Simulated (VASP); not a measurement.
CdS, 4 atoms in the cell. It takes space group P6_3mc (No. 186, hexagonal). The conventional cell has a = 4.150 Å, b = 4.150 Å, c = 6.737 Å, α = 90.00°, β = 90.00°, γ = 120.00°. Cd (site symmetry 3m) has 4 S at 2.53 to 2.54 Å within 3.3 Å. Within 3.3 Å of S (site symmetry 3m) lie 4 Cd at 2.53 to 2.54 Å. 

| Property | Result |
| --- | --- |
| Program | VASP 6.6.1 |
| Task | relaxation of cell and atoms |
| Functional | LDA |
| Potentials or basis | VASP PAW LDA potentials, release 64 (Cd_sv_GW, S) |
| Cutoff | 630 eV |
| k mesh | 6 × 6 × 4 |
| Occupations | fermi-dirac, width 0.02 eV |
| Spin | no spin polarisation |
| Dipole correction | no |
| Further INCAR settings | ALGO = Normal; EDIFF = 1e-07; IBRION = 2; EDIFFG = -0.01; NSW = 80; ISIF = 3 |

Potentials or basis: VASP PAW LDA potentials, release 64 (Cd_sv_GW, S).

The run is started by

```bash
$ cat potpaw_LDA.64/Cd_sv_GW/POTCAR potpaw_LDA.64/S/POTCAR > POTCAR
$ mpirun -np 1 vasp_std > vasp.out
```

Hardware: 1 thread of Intel(R) Xeon(R) Platinum 8375C CPU @ 2.90GHz (Ice Lake) (shared host).

How long does it take, and how much memory?

Run time: 5.2 min on 1 thread of Intel(R) Xeon(R) Platinum 8375C CPU @ 2.90GHz (Ice Lake), with other jobs on the host, peak memory 0.26 GiB. Counts: scf iterations 51, k points 21, ion steps 5.
